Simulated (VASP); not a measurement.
# Sc in VASP: notebook, part 2 of 2

VASP 6.6.1.

**4. Electric field gradients, LDA (volume scaled by 0.9405)**

Contents of INCAR:

```
SYSTEM = Sc
PREC     = Accurate       ! precision mode
ENCUT    = 520            ! plane-wave cutoff, eV
EDIFF    = 1E-8           ! SCF threshold, eV
ISMEAR   = -1             ! smearing method
SIGMA    = 0.08           ! smearing width, eV
LREAL    = .False.        ! projectors in reciprocal space
LASPH    = .True.         ! aspherical terms in the spheres
NELM     = 100            ! most SCF steps
ALGO     = Normal         ! electronic algorithm
ISIF     = 2              ! what is computed and relaxed
LWAVE    = .False.        ! write WAVECAR
LCHARG   = .False.        ! write CHGCAR
GGA      = CA             ! functional
LEFG     = .True.       
NBANDS   = 12             ! bands
```

Contents of KPOINTS:

```
regular mesh
0
Gamma
  13 13 13
  0 0 0
```

Contents of POSCAR:

```
Sc
1.0
    0.0000000000      2.2797502870      2.2797502870
    2.2797502870      0.0000000000      2.2797502870
    2.2797502870      2.2797502870      0.0000000000
Sc
1
Direct
    0.0000000000      0.0000000000      0.0000000000
```

Potentials or basis: VASP PAW LDA potentials, release 64 (Sc_sv).

Command:

```sh
$ cat potpaw_LDA.64/Sc_sv/POTCAR > POTCAR
$ mpirun -np 1 vasp_std > vasp.out
```

OUTCAR:

```text
SYSTEM = Sc
   PREC = Accurate
   ENCUT = 520
   EDIFF = 1E-8
   ISMEAR = -1
   LREAL = .False.
   LASPH = .True.
   NELM = 100
   ISIF = 2
   GGA = CA

 ion  position               nearest neighbor table
   1  0.000  0.000  0.000-

  LATTYP: Found a face centered cubic cell.
 ALAT       =     4.5595005740

  Lattice vectors:

 A1 = (   0.0000000000,   2.2797502870,   2.2797502870)
 A2 = (   2.2797502870,   0.0000000000,   2.2797502870)
 A3 = (   2.2797502870,   2.2797502870,   0.0000000000)

[... 563 lines left out ...]
    total drift:                               -0.000000     -0.000000     -0.000000

  FREE ENERGIE OF THE ION-ELECTRON SYSTEM (eV)
  ---------------------------------------------------
  free  energy   TOTEN  =        -6.6912118407 eV

  energy  without entropy=       -6.6531629834  energy(sigma->0) =       -6.67218741

 Electric field gradients (V/A^2)
---------------------------------------------------------------------
 ion       V_xx      V_yy      V_zz      V_xy      V_xz      V_yz
---------------------------------------------------------------------
   1       0.000     0.000     0.000    -0.000    -0.000    -0.000
---------------------------------------------------------------------

 Electric field gradients after diagonalization (V/A^2)
 (convention: |V_zz| > |V_xx| > |V_yy|)
----------------------------------------------------------------------
 ion       V_xx      V_yy      V_zz     asymmetry (V_yy - V_xx)/ V_zz
----------------------------------------------------------------------
   1       0.000     0.000    -0.000       0.000
----------------------------------------------------------------------

           NMR quadrupolar parameters

 Cq : quadrupolar parameter    Cq=e*Q*V_zz/h
 eta: asymmetry parameters     (V_yy - V_xx)/ V_zz
 Q  : nuclear electric quadrupole moment in mb (millibarn)
----------------------------------------------------------------------
 ion       Cq(MHz)       eta       Q (mb)
----------------------------------------------------------------------
   1      -0.000       0.000       1.000
----------------------------------------------------------------------
```

OSZICAR:

```text
N       E                     dE             d eps       ncg     rms          rms(c)
DAV:   1     0.755273360426E+02    0.75527E+02   -0.50301E+03  2024   0.914E+02
DAV:   2    -0.566990934357E+01   -0.81197E+02   -0.79358E+02  2032   0.295E+02
DAV:   3    -0.734861924682E+01   -0.16787E+01   -0.16359E+01  2912   0.575E+01
DAV:   4    -0.736890017636E+01   -0.20281E-01   -0.20272E-01  2760   0.456E+00
DAV:   5    -0.736906509276E+01   -0.16492E-03   -0.16491E-03  2588   0.341E-01    0.551E+00
DAV:   6    -0.677272290701E+01    0.59634E+00   -0.89775E-01  3076   0.141E+01    0.157E+00
DAV:   7    -0.669746092551E+01    0.75262E-01   -0.14721E-01  3220   0.539E+00    0.503E-01
DAV:   8    -0.669154397818E+01    0.59169E-02   -0.12214E-02  2180   0.165E+00    0.145E-01
DAV:   9    -0.669121304037E+01    0.33094E-03   -0.13426E-03  3100   0.563E-01    0.250E-02
DAV:  10    -0.669121235790E+01    0.68246E-06   -0.57278E-05  3160   0.101E-01    0.518E-03
DAV:  11    -0.669121183743E+01    0.52048E-06   -0.17594E-06  3140   0.203E-02    0.721E-04
DAV:  12    -0.669121184069E+01   -0.32667E-08   -0.10300E-08  1852   0.102E-03
   1 F= -.66912118E+01 E0= -.66721874E+01  d E =-.380489E-01
```

It used 27 s of CPU time on 1 thread of AMD EPYC 7R13 Processor (Zen 3) (shared host).

What came out:

| Quantity | Value |
| --- | --- |
| Free energy | -6.6912 eV |
| Pressure | -2.9 GPa |

Caveat: without QUAD_EFG the Cq values of the log hold for a quadrupole moment of 1 mb, not for the nuclei.

**5. Electric field gradients, LDA (volume scaled by 0.9405)**

Contents of INCAR:

```
PREC     = Accurate       # precision mode
ENCUT    = 520            # plane-wave cutoff, eV
EDIFF    = 1E-8           # SCF threshold, eV
ISMEAR   = -1             # smearing method
SIGMA    = 0.08           # smearing width, eV
LREAL    = F              # projectors in reciprocal space
LASPH    = T              # aspherical terms in the spheres
NELM     = 100            # most SCF steps
ALGO     = Normal         # electronic algorithm
ISIF     = 2              # what is computed and relaxed
LWAVE    = F              # write WAVECAR
LCHARG   = F              # write CHGCAR
LEFG     = T            
NBANDS   = 12             # bands
```

Contents of KPOINTS:

```
Automatic mesh
0
Gamma
  13 13 13
```

POSCAR is that of step 4.

Potentials or basis: VASP PAW LDA potentials, release 64 (Sc_sv).

Command:

```sh
$ cat potpaw_LDA.64/Sc_sv/POTCAR > POTCAR
$ mpirun -np 1 vasp_std > vasp.out
```

OUTCAR:

```text
PREC = Accurate
   ENCUT = 520
   EDIFF = 1E-8
   ISMEAR = -1
   LREAL = F
   LASPH = T
   NELM = 100
   ISIF = 2

 ion  position               nearest neighbor table
   1  0.000  0.000  0.000-

  LATTYP: Found a face centered cubic cell.
 ALAT       =     4.5595005740

  Lattice vectors:

 A1 = (   0.0000000000,   2.2797502870,   2.2797502870)
 A2 = (   2.2797502870,   0.0000000000,   2.2797502870)
 A3 = (   2.2797502870,   2.2797502870,   0.0000000000)

Analysis of symmetry for initial positions (statically):
=====================================================================
 Subroutine PRICEL returns:
 Original cell was already a primitive cell.

 Routine SETGRP: Setting up the symmetry group for a
 face centered cubic supercell.

 Subroutine GETGRP returns: Found 48 space group operations
 (whereof 48 operations were pure point group operations)
 out of a pool of 48 trial point group operations.

[... 538 lines left out ...]
 VOLUME and BASIS-vectors are now :
 -----------------------------------------------------------------------------
  energy-cutoff  :      520.00
  volume of cell :       23.70
      direct lattice vectors                 reciprocal lattice vectors
     0.000000000  2.279750287  2.279750287    -0.219322267  0.219322267  0.219322267
     2.279750287  0.000000000  2.279750287     0.219322267 -0.219322267  0.219322267
     2.279750287  2.279750287  0.000000000     0.219322267  0.219322267 -0.219322267

 POSITION                                       TOTAL-FORCE (eV/Angst)
 -----------------------------------------------------------------------------------
      0.00000      0.00000      0.00000         0.000000     -0.000000     -0.000000
 -----------------------------------------------------------------------------------
    total drift:                               -0.000000     -0.000000     -0.000000

  FREE ENERGIE OF THE ION-ELECTRON SYSTEM (eV)
  ---------------------------------------------------
  free  energy   TOTEN  =        -6.6912118407 eV

  energy  without entropy=       -6.6531629834  energy(sigma->0) =       -6.67218741

 Electric field gradients (V/A^2)
---------------------------------------------------------------------
 ion       V_xx      V_yy      V_zz      V_xy      V_xz      V_yz
---------------------------------------------------------------------
   1       0.000     0.000     0.000    -0.000    -0.000    -0.000
---------------------------------------------------------------------

 Electric field gradients after diagonalization (V/A^2)
 (convention: |V_zz| > |V_xx| > |V_yy|)
----------------------------------------------------------------------
 ion       V_xx      V_yy      V_zz     asymmetry (V_yy - V_xx)/ V_zz
----------------------------------------------------------------------
   1       0.000     0.000    -0.000       0.000
----------------------------------------------------------------------

           NMR quadrupolar parameters

 Cq : quadrupolar parameter    Cq=e*Q*V_zz/h
 eta: asymmetry parameters     (V_yy - V_xx)/ V_zz
 Q  : nuclear electric quadrupole moment in mb (millibarn)
----------------------------------------------------------------------
 ion       Cq(MHz)       eta       Q (mb)
----------------------------------------------------------------------
   1      -0.000       0.000       1.000
----------------------------------------------------------------------
```

OSZICAR:

```text
N       E                     dE             d eps       ncg     rms          rms(c)
DAV:   1     0.755273360426E+02    0.75527E+02   -0.50301E+03  2024   0.914E+02
DAV:   2    -0.566990934357E+01   -0.81197E+02   -0.79358E+02  2032   0.295E+02
DAV:   3    -0.734861924682E+01   -0.16787E+01   -0.16359E+01  2912   0.575E+01
DAV:   4    -0.736890017636E+01   -0.20281E-01   -0.20272E-01  2760   0.456E+00
DAV:   5    -0.736906509276E+01   -0.16492E-03   -0.16491E-03  2588   0.341E-01    0.551E+00
DAV:   6    -0.677272290701E+01    0.59634E+00   -0.89775E-01  3076   0.141E+01    0.157E+00
DAV:   7    -0.669746092551E+01    0.75262E-01   -0.14721E-01  3220   0.539E+00    0.503E-01
DAV:   8    -0.669154397818E+01    0.59169E-02   -0.12214E-02  2180   0.165E+00    0.145E-01
DAV:   9    -0.669121304037E+01    0.33094E-03   -0.13426E-03  3100   0.563E-01    0.250E-02
DAV:  10    -0.669121235790E+01    0.68246E-06   -0.57278E-05  3160   0.101E-01    0.518E-03
DAV:  11    -0.669121183743E+01    0.52048E-06   -0.17594E-06  3140   0.203E-02    0.721E-04
DAV:  12    -0.669121184069E+01   -0.32667E-08   -0.10300E-08  1852   0.102E-03
   1 F= -.66912118E+01 E0= -.66721874E+01  d E =-.380489E-01
```

stdout:

```text
POSCAR found type information on POSCAR Sc
 POSCAR found :  1 types and       1 ions
 scaLAPACK will be used
 LDA part: xc-table for (Slater(with rela. corr.)+CA(PZ))
 , standard interpolation
 POSCAR, INCAR and KPOINTS ok, starting setup
 FFT: planning ... GRIDC
 FFT: planning ... GRID_SOFT
 FFT: planning ... GRID
 WAVECAR not read
 entering main loop
ion   1
```

It used 36 s of CPU time on 1 thread of AMD EPYC 7R13 Processor (Zen 3) (shared host).

Results:

| Property | Result |
| --- | --- |
| Free energy | -6.6912 eV |
| Pressure | -2.9 GPa |

Levels at points of the mesh, in eV from the Fermi level:
| k point | band 1 | band 2 | band 3 | band 4 | band 5 | band 6 | band 7 | band 8 | band 9 | band 10 |
| --- | --- | --- | --- | --- | --- | --- | --- | --- | --- | --- |
| (0.00, 0.00, 0.00) | -48.73 | -27.45 | -27.45 | -27.45 | -5.22 | 1.58 | 1.58 | 1.58 | 3.02 | 3.02 |

Caveat: without QUAD_EFG the Cq values of the log hold for a quadrupole moment of 1 mb, not for the nuclei.

**6. Summary**

```csv
cell,gap on the mesh (eV),pressure (GPa)
"a = 3.307 Å, angles 59.3°, 1 atom",none,-5.5
"a = 3.266 Å, angles 61.0°, 1 atom",none,-5.5
"a = 3.224 Å, angles 60.0°, 1 atom",none,-2.9
```

Alike in all rows: task electric field gradients; level LDA; potentials or basis VASP PAW LDA potentials, release 64 (Sc_sv); no spin polarisation; k mesh 13 × 13 × 13; cutoff (eV) 520; smearing fermi-dirac 0.08 eV.

Total energies depend on the potentials used, so only differences within one code and one set of settings carry meaning.
